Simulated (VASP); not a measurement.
A run of VASP 6.6.1 is set up as follows.

The input INCAR:

```
SYSTEM = GaSb
  PREC = Accurate
  ENCUT = 600
  EDIFF = 1E-8
  ISMEAR = -1
  SIGMA = 0.1
  LREAL = .FALSE.
  LASPH = .TRUE.
  NELM = 60
  ALGO = Normal
  ISIF = 3
  LWAVE = .FALSE.
  LCHARG = .TRUE.
  GGA = PS
  IBRION = 6
  NFREE = 2
  POTIM = 0.015
  NSW = 1
```

The input KPOINTS:

```
regular mesh
0
G
  14 14 14
  0 0 0
```

POSCAR

```
GaSb
1.0
    0.0000000000      2.9505607750      2.9505607750
    2.9505607750      0.0000000000      2.9505607750
    2.9505607750      2.9505607750      0.0000000000
Ga Sb
1 1
Direct
    0.0000000000      0.0000000000      0.0000000000
    0.7500000000      0.7500000000      0.7500000000
```

Potentials or basis: VASP PAW PBE potentials, release 64 (Ga_d, Sb).

The run is started by

```console
$ cat potpaw_PBE.64/Ga_d/POTCAR potpaw_PBE.64/Sb/POTCAR > POTCAR
$ mpirun -np 1 vasp_std > vasp.out
```

**Question.** Predict the elastic constants C11, C12, C44.

**Answer.** 105, 62, 43 GPa.

**Question.** Estimate the Voigt bulk modulus.

**Answer.** 76 GPa.

**Question.** Estimate the highest phonon frequency at Γ, LO-TO splitting left out.

**Answer.** 251 cm⁻¹.

Phonon frequencies in cm⁻¹ (negative: imaginary):
```
              q point        frequencies
(0.000, 0.000, 0.000)  0 0 0 251 251 251
```

Caveat: the cell is under stress, which shifts elastic constants; the PAW data sets were made with another functional, which shifts forces and pressure a little.
